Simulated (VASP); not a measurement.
# Si (a cell with a defect) in VASP: single point with PBE+D3(BJ)

Aim: the single point of Si (a cell with a defect) with PBE+D3(BJ).

Program: VASP 6.6.1. These are calculated values, not measurements. Logs are shortened: lines on timing, memory, paths and dates and some standing lists are left out, and cuts for length are marked.

## (1) The cell of the first run

The cell holds a defect, 63 atoms: a = 10.860 Å, b = 10.860 Å, c = 10.860 Å, α = 90.00°, β = 90.00°, γ = 90.00°.

## (2) Single point, PBE+D3(BJ)

INCAR

```
ALGO = Normal
EDIFF = 1E-6
ENCUT = 520
GGA = PE
ISIF = 2
ISMEAR = -1
IVDW = 12
LASPH = T
LCHARG = T
LELF = T
LREAL = Auto
LVHAR = T
LWAVE = F
NBANDS = 163
NELECT = 250.0
NELM = 60
PREC = Accurate
SIGMA = 0.02
```

KPOINTS

```
k-points
0
Gamma
  1 1 1
```

POSCAR

```
Si
1.0
   10.8600000000      0.0000000000      0.0000000000
    0.0000000000     10.8600000000      0.0000000000
    0.0000000000      0.0000000000     10.8600000000
Si
63
Direct
    0.5005968692      0.0002409761      0.0002407919
    0.6269499079      0.1241869245      0.1240755064
    0.7558636280      0.2442373849     -0.0005630755
    0.8759140884      0.3731367403      0.1240900552
    0.7559773481     -0.0004046041      0.2440605893
    0.8759683241      0.1241453959      0.3731217311
    0.0624081952     -0.0621806630     -0.0627111418
    0.1290684162      0.1163523941      0.1163141805
    0.2514187845      0.2512274401     -0.0008846225
    0.3758500921      0.3753707182      0.1271431860
    0.4986150092      0.5014872007      0.0002209945
    0.6247435543      0.6242387661      0.1271456722
    0.7488726519      0.7486720074     -0.0008761510
    0.8838344383      0.8710606814      0.1162218232
    0.2514036832     -0.0008764273      0.2511952118
    0.3758671271      0.1272311234      0.3752300184
    0.5022593002      0.2493231123      0.2492019337
    0.6249304788      0.3751553407      0.3751378453
    0.7507765193      0.4978226519      0.2492167587
    0.8728703499      0.6242247698      0.3752385820
    0.4987084715      0.0003398711      0.5013262431
    0.6247611418      0.1272328729      0.6242059853
    0.7508332413      0.2492782689      0.4978244936
    0.8728681400      0.3753612339      0.6242061694
    0.7488587477     -0.0009048803      0.7486674033
    0.8835694291      0.1165273481      0.8709260589
   -0.0001563536      0.4994927256      0.0002419890
    0.1239745856      0.6240557090      0.1265662983
    0.2410177716      0.7590731123      0.0041585635
    0.3760326888      0.8761109576      0.1265681400
    0.0005313996      0.2441580110      0.2440965930
    0.1251079190      0.3738572744      0.3737886740
    0.2520266114      0.4999791897      0.2510103131
    0.3741155617      0.6260014733      0.3774209024
    0.5001407919      0.7480819521      0.2510042357
    0.6262686924      0.8750054328      0.3737618785
   -0.0001510129      0.0002364641      0.4994709024
    0.1239389503      0.1265937385      0.6239988029
    0.2520262431      0.2510319521      0.4998569982
    0.3740586556      0.3774176796      0.6259409761
    0.4999820442      0.5001046041      0.5000906077
    0.6226635359      0.6260410681      0.6259230203
    0.7490603131      0.7480845304      0.4998546961
    0.8734913444      0.8761347145      0.6240038674
    0.2413071823      0.0043081031      0.7587414365
    0.3760508287      0.1265733886      0.8761393186
    0.5001197974      0.2510366483      0.7480018416
    0.6261754144      0.3739241252      0.8748837937
    0.7490480663      0.4999971455      0.7480025783
    0.8735119705      0.6240408840      0.8761276243
    0.0009514733      0.7486798343      0.2511895948
    0.1250690608      0.8750109576      0.3757540516
   -0.0002220994      0.5014174954      0.5013510129
    0.1243431860      0.6311034991      0.6310402394
    0.2489779926      0.7511314917      0.5021029466
    0.3690219153      0.8757802026      0.6310105893
    0.0009884899      0.2512380295      0.7486570902
    0.1250642726      0.3757782689      0.8750107735
    0.2489260589      0.5021197974      0.7510743094
    0.3689043278      0.6311945672      0.8756241252
    0.4979669429      0.7511698895      0.7510574586
    0.6243091160      0.8750137201      0.8750088398
   -0.0041951197      0.7588427256      0.7588022099
```

Potentials or basis: VASP PAW PBE potentials, release 64 (Si).

Launch:

```bash
cat potpaw_PBE.64/Si/POTCAR > POTCAR
mpirun -np 1 vasp_gam > vasp.out
```

OUTCAR:

```text
EDIFF = 1E-6
   ENCUT = 520
   GGA = PE
   ISIF = 2
   ISMEAR = -1
   IVDW = 12
   LASPH = T
   LREAL = Auto
   NELECT = 250.0
   NELM = 60
   PREC = Accurate
 IVDW          = 12

 ion  position               nearest neighbor table
   1  0.501  0.000  0.000-   2 2.35  62 2.35  46 2.35  30 2.35
   2  0.627  0.124  0.124-   3 2.34   5 2.34   1 2.35  17 2.35
   3  0.756  0.244  0.999-   4 2.34   2 2.34  26 2.41  48 2.41
   4  0.876  0.373  0.124-   3 2.34  31 2.34  27 2.35  19 2.35
   5  0.756  1.000  0.244-   6 2.34   2 2.34  36 2.41  14 2.41
   6  0.876  0.124  0.373-  31 2.34   5 2.34  37 2.35  23 2.35
   7  0.062  0.938  0.937-  45 2.84  29 2.84  26 2.84  63 2.84  14 2.84   8 2.84
   8  0.129  0.116  0.116-   9 2.35  15 2.35  31 2.41   7 2.84
   9  0.251  0.251  0.999-  46 2.33  58 2.35   8 2.35  10 2.36
  10  0.376  0.375  0.127-  33 2.33  17 2.35  11 2.36   9 2.36
  11  0.499  0.501  0.000-  10 2.36  12 2.36  48 2.39  60 2.41
  12  0.625  0.624  0.127-  35 2.33  19 2.35  11 2.36  13 2.36
  13  0.749  0.749  0.999-  50 2.33  62 2.35  14 2.35  12 2.36
[... 48 lines left out ...]
  62  0.624  0.875  0.875-  61 2.35   1 2.35  25 2.35  13 2.35
  63  0.996  0.759  0.759-  44 2.35  50 2.35  54 2.41   7 2.84

  LATTYP: Found a simple cubic cell.
 ALAT       =    10.8600000000

  Lattice vectors:

 A1 = (  10.8600000000,   0.0000000000,   0.0000000000)
 A2 = (   0.0000000000,  10.8600000000,   0.0000000000)
 A3 = (   0.0000000000,   0.0000000000,  10.8600000000)

Analysis of symmetry for initial positions (statically):
=====================================================================
 Subroutine PRICEL returns:
 Original cell was already a primitive cell.

 Routine SETGRP: Setting up the symmetry group for a
 simple cubic supercell.

 Subroutine GETGRP returns: Found  1 space group operations
 (whereof  1 operations were pure point group operations)
 out of a pool of 48 trial point group operations.

The static configuration has the point symmetry C_1 .

Analysis of symmetry for dynamics (positions and initial velocities):
=====================================================================
 Subroutine PRICEL returns:
 Original cell was already a primitive cell.

 Routine SETGRP: Setting up the symmetry group for a
 simple cubic supercell.

 Subroutine GETGRP returns: Found  1 space group operations
 (whereof  1 operations were pure point group operations)
[... 204 lines left out ...]
   IBRION =     -1    ionic relax: 0-MD 1-quasi-New 2-CG
   NFREE  =      0    steps in history (QN), initial steepest desc. (CG)
   ISIF   =      2    stress and relaxation
   ISYM   =      2    0-nonsym 1-usesym 2-fastsym
   POTIM  = 0.5000    time-step for ionic-motion
   TEBEG  =    0.0;   TEEND  =   0.0 temperature during run
   PSTRESS=    0.0 pullay stress
   NELECT =     250.0000    total number of electrons
   NUPDOWN=      -1.0000    fix difference up-down
   EMIN   =  10.00;   EMAX   =-10.00  energy-range for DOS
   EFERMI =   0.00;   METHOD = LEGACY
   ISMEAR =    -1;   SIGMA  =   0.02  broadening in eV -4-tet -1-fermi 0-gaus
   EFERMI_NEDOS =   21; number of points for ismear=-14 and -15
   IALGO  =     38    algorithm
   IMIX   =      4    mixing-type and parameters
     AMIX     =   0.40;   BMIX     =  1.00
     AMIX_MAG =   1.60;   BMIX_MAG =  1.00
  volume/ion in A,a.u.               =      20.33       137.20
  Fermi-wavevector in a.u.,A,eV,Ry     =   0.949639  1.794557 12.269916  0.901813
  Thomas-Fermi vector in A             =   2.077940
   LORBIT       =      0    0 simple, 1 ext, 2 COOP (PROOUT), +10 PAW based schemes
   GGA     = PE    functional components
   LHFCALC =     F    Hartree Fock is set to
   AEXX    =    0.0000 exact exchange contribution
   IVDW    =    12    specifies the selected vdW correction
   LEPSILON=     F    determine dielectric tensor
   LRPA    =     F    only Hartree local field effects (RPA)
 non-spin polarized calculation
  energy-cutoff  :      520.00
  volume of cell :     1280.82
 maximum number of plane-waves:     17229
 NGX is ok and might be reduce to    84
   NGX = 41   NGY = 41   NGZ = 41

 number of electron     249.9999990 magnetization

 Free energy of the ion-electron system (eV)
  ---------------------------------------------------
  ext. energy  EPLUGINS =         0.00000000
  ---------------------------------------------------
  free energy    TOTEN  =      -343.91328918 eV

  energy without entropy =     -343.91328916  energy(sigma->0) =     -343.91328917

 E-fermi :   5.8215     XC(G=0):  -9.3148

 val. band max:        5.4529223694   @ k =   0.0000   0.0000   0.0000
 cond. band min:       6.2038464140   @ k =   0.0000   0.0000   0.0000
 fundamental gap:      0.7509240446
 Fermi energy:         5.8214601579

 k-point     1 :       0.0000    0.0000    0.0000
  band No.  band energies     occupation
      1      -6.1702      2.00000
      2      -5.1351      2.00000
      3      -5.1350      2.00000
      4      -5.1086      2.00000
      5      -5.1086      2.00000
      6      -5.0671      2.00000
[... 129 lines left out ...]
    136       6.8803      0.00000
    137       6.9397      0.00000
 [bands above 137 left out]

------------------------ aborting loop because EDIFF is reached ----------------------------------------

 Edisp (eV)  -20.01153

 E6    (eV) :   -11.7172

 E8    (eV) :    -8.2944

  FORCE on cell =-STRESS in cart. coord.  units (eV):
  Direction    XX          YY          ZZ          XY          YZ          ZX
  --------------------------------------------------------------------------------------
  -------------------------------------------------------------------------------------
  Total     -24.42646   -24.42909   -24.43076     2.61678    -2.61012     2.61166
  in kB     -30.55496   -30.55824   -30.56033     3.27332    -3.26499     3.26692
  external pressure =      -30.56 kB  Pullay stress =        0.00 kB

 VOLUME and BASIS-vectors are now :
 -----------------------------------------------------------------------------
  energy-cutoff  :      520.00
  volume of cell :     1280.82
      direct lattice vectors                 reciprocal lattice vectors
    10.860000000  0.000000000  0.000000000     0.092081031  0.000000000  0.000000000
     0.000000000 10.860000000  0.000000000     0.000000000  0.092081031  0.000000000
     0.000000000  0.000000000 10.860000000     0.000000000  0.000000000  0.092081031

 POSITION                                       TOTAL-FORCE (eV/Angst)
 -----------------------------------------------------------------------------------
      5.43648      0.00262      0.00262         0.003760     -0.001729      0.000266
      6.80868      1.34867      1.34746        -0.002733     -0.002281     -0.000591
      8.20868      2.65242     10.85389         0.000213     -0.000352      0.002976
      9.51243      4.05226      1.34762         0.001779      0.003427     -0.001439
      8.20991     10.85561      2.65050         0.002953     -0.003857     -0.001829
      9.51302      1.34822      4.05210         0.000267     -0.001154      0.001957
[... 55 lines left out ...]
      6.78000      9.50265      9.50260         0.000847      0.000009      0.002459
     10.81444      8.24103      8.24059        -0.006022     -0.004405     -0.004293
 -----------------------------------------------------------------------------------
    total drift:                                0.010088      0.000070     -0.004666

  FREE ENERGIE OF THE ION-ELECTRON SYSTEM (eV)
  ---------------------------------------------------
  free  energy   TOTEN  =      -363.9248228350 eV

  energy  without entropy=     -363.9248228193  energy(sigma->0) =     -363.92482283
```

It took 3.9 min on 1 thread of AMD EPYC 9R45 (Zen 5), shared host; peak memory 0.94 GiB.

Results:

- Free energy: -363.9248 eV
- Largest force: 0.018 eV/Å
- Dispersion energy per atom: -0.318 eV

Forces in eV/Å, atoms in the order of the input:
```
Si   0.004 -0.002  0.000
Si  -0.003 -0.002 -0.001
Si   0.000  0.000  0.003
Si   0.002  0.003 -0.001
Si   0.003 -0.004 -0.002
Si   0.000 -0.001  0.002
Si   0.004 -0.007  0.007
Si   0.003  0.004  0.004
Si  -0.002 -0.003  0.000
Si  -0.001  0.003  0.001
Si   0.001 -0.002  0.000
Si  -0.004  0.002  0.002
Si   0.005  0.004 -0.002
Si  -0.008 -0.002  0.008
Si  -0.002  0.000 -0.003
Si  -0.002 -0.002  0.004
Si  -0.003 -0.002 -0.001
Si   0.001 -0.002 -0.001
Si   0.001  0.004 -0.001
Si   0.000  0.002  0.004
Si   0.004  0.004 -0.004
Si  -0.001 -0.006  0.001
Si   0.000 -0.001  0.001
Si   0.005  0.000  0.002
Si  -0.001  0.005 -0.002
Si   0.001 -0.002 -0.006
Si   0.001 -0.004  0.001
Si  -0.003  0.004 -0.001
Si   0.013 -0.013  0.004
Si  -0.003  0.004 -0.001
Si   0.003 -0.002 -0.002
Si   0.002  0.000 -0.001
Si  -0.001 -0.003 -0.002
Si  -0.002  0.001 -0.002
Si   0.003  0.000 -0.003
Si   0.000 -0.002 -0.001
Si  -0.001  0.000 -0.004
Si   0.002  0.004 -0.002
Si  -0.005 -0.001  0.000
Si  -0.001  0.001  0.001
Si  -0.001  0.005  0.005
Si   0.000  0.001  0.002
Si   0.001  0.003 -0.001
Si  -0.002  0.000 -0.001
Si   0.003  0.008 -0.003
Si   0.002  0.005 -0.002
Si   0.000 -0.001  0.006
Si  -0.001  0.001 -0.005
Si   0.000 -0.001  0.005
Si  -0.003  0.000  0.000
Si   0.001  0.004 -0.006
Si  -0.002  0.001  0.000
Si  -0.003 -0.003 -0.004
Si   0.001  0.001  0.002
Si  -0.001  0.001 -0.005
Si  -0.001 -0.004  0.001
Si  -0.005  0.001 -0.002
Si   0.000  0.000  0.002
Si   0.000 -0.004  0.001
Si  -0.003  0.003  0.005
Si   0.004  0.000  0.001
Si   0.001  0.000  0.002
Si  -0.006 -0.004 -0.004
```

Levels at points of the mesh, in eV from the Fermi level:
```
           k point  band 122  band 123  band 124  band 125  band 126  band 127  band 128  band 129
(0.00, 0.00, 0.00)     -0.96     -0.59     -0.59     -0.37      0.38      0.38      0.49      0.61
```

Caveat: the k points lie up to 0.58 Å⁻¹ apart; the cell carries a net charge on a neutralising background, which shifts energy and pressure; the cell is charged against a uniform background, so pressure and absolute levels hang on convention.
